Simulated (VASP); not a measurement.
# As in VASP: a series of runs, part 2 of 2

VASP 6.6.1. The steps go on from the part before.

## 5. Single point, PBE

This run uses another cell than the first one, of 173.79 Å³/atom, 1.099 times its volume.

INCAR

```
  ALGO = Normal
  DIPOL = 0.5 0.5 0.500
  EDIFF = 1E-6
  ENCUT = 520
  GGA = PE
  IDIPOL = 3
  ISIF = 2
  ISMEAR = 0
  LASPH = True
  LCHARG = True
  LDIPOL = True
  LELF = True
  LREAL = False
  LVACPOTAV = True
  LVHAR = True
  LWAVE = False
  NBANDS = 12
  NELM = 80
  PREC = Accurate
  SIGMA = 0.02
```

KPOINTS

```
k-points
0
Gamma
  9 9 1
```

POSCAR

```
As
1.0
    3.7860000000      0.0000000000      0.0000000000
   -1.8930000000      3.2787721787      0.0000000000
    0.0000000000      0.0000000000     28.0000000000
As
2
Direct
    0.3333333333      0.6666666667      0.5053214286
    0.6666666667      0.3333333333      0.4946785714
```

Potentials or basis: VASP PAW PBE potentials, release 64 (As).

Command:

```console
> cat potpaw_PBE.64/As/POTCAR > POTCAR
> mpirun -np 1 vasp_std > vasp.out
```

OUTCAR:

```text
EDIFF = 1E-6
   ENCUT = 520
   GGA = PE
   ISIF = 2
   ISMEAR = 0
   LASPH = True
   LREAL = False
   NELM = 80
   PREC = Accurate

 ion  position               nearest neighbor table
   1  0.333  0.667  0.505-   2 2.21   2 2.21   2 2.21
   2  0.667  0.333  0.495-   1 2.21   1 2.21   1 2.21

  LATTYP: Found a hexagonal cell.
 ALAT       =     3.7860000000
 C/A-ratio  =     7.3956682515

  Lattice vectors:

 A1 = (   3.7860000000,   0.0000000000,   0.0000000000)
 A2 = (  -1.8930000000,   3.2787721787,   0.0000000000)
 A3 = (   0.0000000000,   0.0000000000,  28.0000000000)

Analysis of symmetry for initial positions (statically):
=====================================================================
 Subroutine PRICEL returns:
 Original cell was already a primitive cell.

 Routine SETGRP: Setting up the symmetry group for a
 hexagonal supercell.

 Subroutine GETGRP returns: Found 12 space group operations
 (whereof 12 operations were pure point group operations)
 out of a pool of 24 trial point group operations.

The static configuration has the point symmetry D_3d.

[... 162 lines left out ...]
      5      -5.9596      2.00000
      6      -1.3433      0.00000
      7      -1.3433      0.00000
      8      -0.8055      0.00000
      9       0.8993      0.00000
     10       1.1558      0.00000
     11       1.4137      0.00000
     12       1.6080      0.00000
[... 151 lines left out ...]
 k-point    12 :       0.3333    0.3333    0.0000
  band No.  band energies     occupation
      1     -15.5383      2.00000
      2     -15.5383      2.00000
      3     -10.3807      2.00000
      4      -4.7674      2.00000
      5      -4.7674      2.00000
      6       0.9320      0.00000
      7       0.9320      0.00000
      8       1.0379      0.00000
      9       2.5857      0.00000
     10       3.9589      0.00000
     11       3.9589      0.00000
     12       5.1614      0.00000

------------------------ aborting loop because EDIFF is reached ----------------------------------------

  FORCE on cell =-STRESS in cart. coord.  units (eV):
  Direction    XX          YY          ZZ          XY          YZ          ZX
  --------------------------------------------------------------------------------------
  -------------------------------------------------------------------------------------
  Total       13.0486442     13.0486442      0.4734315     -0.0000000      0.0000000      0.0000000
  in kB       60.1486784     60.1486784      2.1823169     -0.0000000      0.0000000      0.0000000
  external PRESSURE =      40.8265579 kB  Pullay stress =       0.0000000 kB

 VOLUME and BASIS-vectors are now :
 -----------------------------------------------------------------------------
  energy-cutoff  :      520.00
  volume of cell :      347.58
      direct lattice vectors                 reciprocal lattice vectors
     3.786000000  0.000000000  0.000000000     0.264131009  0.152496109  0.000000000
    -1.893000000  3.278772179  0.000000000     0.000000000  0.304992218  0.000000000
     0.000000000  0.000000000 28.000000000     0.000000000  0.000000000  0.035714286

 POSITION                                       TOTAL-FORCE (eV/Angst)
 -----------------------------------------------------------------------------------
     -0.00000      2.18585     14.14900         0.000000     -0.000000      1.594911
      1.89300      1.09292     13.85100        -0.000000      0.000000     -1.594911
 -----------------------------------------------------------------------------------
    total drift:                               -0.000000      0.000000      0.000000

  FREE ENERGIE OF THE ION-ELECTRON SYSTEM (eV)
  ---------------------------------------------------
  free  energy   TOTEN  =        -6.6029777357 eV

  energy  without entropy=       -6.6013060141  energy(sigma->0) =       -6.60214187

 vacuum level on the upper side and lower side of the slab         1.182         1.182
```

OSZICAR:

```text
N       E                     dE             d eps       ncg     rms          rms(c)
DAV:   1     0.743430702975E+02    0.74343E+02   -0.26781E+03   288   0.523E+02
DAV:   2     0.150102354084E+01   -0.72842E+02   -0.63706E+02   460   0.902E+01
DAV:   3    -0.657208727431E+01   -0.80731E+01   -0.78488E+01   408   0.404E+01
[... 12 lines left out ...]
DAV:  16    -0.660295397706E+01   -0.11719E-04   -0.38846E-07   396   0.201E-03    0.765E-04
DAV:  17    -0.660297243823E+01   -0.18461E-04   -0.10742E-06   320   0.292E-03    0.610E-04
DAV:  18    -0.660297474757E+01   -0.23093E-05   -0.40241E-08   396   0.718E-04    0.210E-04
DAV:  19    -0.660297746583E+01   -0.27183E-05   -0.48092E-08   320   0.685E-04    0.116E-04
DAV:  20    -0.660297773565E+01   -0.26982E-06   -0.69367E-10   356   0.119E-04
   1 F= -.66029777E+01 E0= -.66021419E+01  d E =-.167172E-02
```

Wall time 2.5 min (1 thread of AMD EPYC 7R13, shared host); peak memory 0.34 GiB.

What came out:

| Property | Result |
| --- | --- |
| Free energy | -6.6030 eV |
| Largest force | 1.595 eV/Å |
| Band gap on the k mesh | zero (band 5 reaches -2.96 eV, above the bottom of band 6 at -3.56 eV) |

Forces on the atoms (eV/Å):
```
As   0.000  0.000  1.595
As   0.000  0.000 -1.595
```

Levels at points of the mesh, in eV from the Fermi level:
| k point | band 2 | band 3 | band 4 | band 5 | band 6 | band 7 | band 8 | band 9 |
| --- | --- | --- | --- | --- | --- | --- | --- | --- |
| (0.00, 0.00, 0.00) | -5.34 | -4.06 | -4.06 | -2.93 | 1.68 | 1.68 | 2.22 | 3.93 |

## 6. Single point, PBE

This run uses another cell than the first one, of 173.79 Å³/atom, 1.099 times its volume.

INCAR

```
  ALGO = Normal
  DIPOL = 0.5 0.5 0.500
  EDIFF = 1E-6
  ENCUT = 520
  GGA = PE
  IDIPOL = 3
  ISIF = 2
  ISMEAR = 0
  LASPH = T
  LCHARG = F
  LDIPOL = T
  LREAL = F
  LWAVE = F
  NBANDS = 12
  NELM = 80
  PREC = Accurate
  SIGMA = 0.02
```

KPOINTS is that of step 5.

POSCAR

```
As
1.0
    3.7860000000      0.0000000000      0.0000000000
   -1.8930000000      3.2787721787      0.0000000000
    0.0000000000      0.0000000000     28.0000000000
As
2
Direct
    0.3333333333      0.6666666667      0.5159642857
    0.6666666667      0.3333333333      0.4840357143
```

Potentials or basis: VASP PAW PBE potentials, release 64 (As).

Command:

```console
> cat potpaw_PBE.64/As/POTCAR > POTCAR
> mpirun -np 1 vasp_std > vasp.out
```

Run time: 2.4 min. Hardware: 1 thread of AMD EPYC 7R13, shared host; peak memory 0.34 GiB.

Results (log left out):

- Free energy: -8.2499 eV
- Largest force: 2.741 eV/Å
- Band gap on the k mesh: zero (band 5 reaches -3.07 eV, above the bottom of band 6 at -3.22 eV)

Forces in eV/Å, atoms in the order of the input:
```
As   0.000  0.000  2.741
As   0.000  0.000 -2.741
```

Levels at points of the mesh, in eV from the Fermi level:
```tsv
k point	band 1	band 2	band 3	band 4	band 5	band 6	band 7	band 8	band 9	band 10
(0.00, 0.00, 0.00)	-15.09	-6.74	-2.86	-2.86	-1.35	0.21	1.86	1.86	3.97	4.20
```
